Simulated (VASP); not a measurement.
Crystal: ScPdC4.

```xyz
6
Lattice="0.0000 3.1121 3.1121 3.1121 0.0000 3.1121 3.1121 3.1121 0.0000" Properties=species:S:1:pos:R:3 pbc="T T T"
Sc    0.0000    0.0000    0.0000
Pd    4.6682    4.6682    4.6682
C     3.8902    2.3341    3.8902
C     3.8902    3.8902    2.3341
C     2.3341    2.3341    2.3341
C     2.3341    3.8902    3.8902
```

* Program: VASP 6.6.1
* Task: relaxation of cell and atoms
* Functional: PBE
* Potentials or basis: VASP PAW PBE potentials, release 64 (Sc_sv, Pd, C)
* Cutoff: 600 eV
* k mesh: 10 × 10 × 10
* Occupations: gaussian, width 0.1 eV
* Spin: no spin polarisation

At the start: pressure -3.0 GPa; volume 10.05 Å³/atom.

Q: How do energy, volume and symmetry change on relaxing?

A: Over 36 steps the energy falls by 717.7 meV/atom and the volume is 10.64 Å³/atom (+5.9 %); space group F-43m (No. 216, to 0.1 Å) before and after.

Step by step:
```
step  energy change (eV)  largest force (eV/Å)  pressure (GPa)  volume (Å³)
   1              0.0000                0.2093           -2.99        60.28
   2             -0.0238                0.5340            1.32        58.66
   3             -0.0248                0.6216            2.58        58.23
   4             -0.0386                0.8405            3.56        57.91
   5             -0.1031                1.4873            6.67        56.96
   6             -0.3242                2.6317           13.65        55.09
   7             -0.9508                4.0015           31.28        51.48
   8              0.0065                1.6839          103.36        44.73
   9             -1.0690                3.9913           40.78        50.02
  10             -1.0338                2.3684           69.48        46.95
  11             -1.1606                3.6176           52.02        48.62
  12             -1.1594                3.3631           56.55        48.14
  13             -1.1604                3.3483           56.73        48.12
  14             -1.1628                3.3027           57.38        48.06
  15             -1.1659                3.2060           58.66        47.94
  16             -1.1650                2.9914           61.30        47.70
  17             -1.1667                3.1188           59.78        47.84
  18             -1.1712                3.1160           59.73        47.84
  19             -1.1845                3.1083           59.56        47.87
  20             -1.2112                3.0943           59.25        47.91
  21             -1.2641                3.0679           58.65        48.01
  22             -1.3684                3.0097           57.43        48.19
  23             -1.5715                2.8882           55.09        48.57
  24             -1.9537                2.5979           50.57        49.32
  25             -2.6156                1.8766           42.42        50.85
  26             -3.5169                0.0215           30.23        54.01
  27             -3.5136                5.5563           20.82        60.71
  28             -3.8141                2.6367           23.29        57.43
  29             -4.0803                1.3889           15.24        58.94
  30             -4.2728                0.6969            1.26        62.34
  31             -4.2746                0.5641            2.17        62.07
  32             -4.2746                0.5175            2.51        61.98
  33             -4.2850                0.4277            1.99        62.31
  34             -4.3036                0.1542            0.58        63.30
  35             -4.3059                0.0144           -0.07        63.79
  36             -4.3059                0.0024           -0.12        63.83
```

Final structure:
```
Sc Pd C
1.0
     0.00000    3.17198    3.17198
     3.17198    0.00000    3.17198
     3.17198    3.17198    0.00000
Sc Pd C
1 1 4
Direct
  0.00000 0.00000 0.00000
  0.75000 0.75000 0.75000
  0.33843 0.98472 0.33843
  0.33843 0.33843 0.98472
  0.33843 0.33843 0.33843
  0.98472 0.33843 0.33843
```
